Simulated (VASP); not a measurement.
Crystal: Ni.

```
Ni
1.0
     0.00000    1.77255    1.77255
     1.77255    0.00000    1.77255
     1.77255    1.77255    0.00000
Ni
1
Cartesian
  0.0000 0.0000 0.0000
```

Base run:

- Program: VASP 6.6.1
- Functional: LDA
- Potentials or basis: VASP PAW LDA potentials, release 64 (Ni)
- Cutoff: 600 eV
- k mesh: 15 × 15 × 15
- Occupations: fermi-dirac, width 0.1 eV
- Spin: no spin polarisation

Its results: band gap on the k mesh zero (band 5 reaches 8.68 eV, above the bottom of band 6 at 7.78 eV); pressure -21.0 GPa.

Q: The run is repeated on the same cell with these changes: k mesh from 15 × 15 × 15 to 8 × 8 × 8. What comes out?

A: Band gap on the k mesh zero (band 5 reaches 8.69 eV, above the bottom of band 6 at 7.77 eV); pressure -20.3 GPa.

Caveats: some runs use coarse meshes; the run has no spin polarisation, though such a crystal can be magnetic.
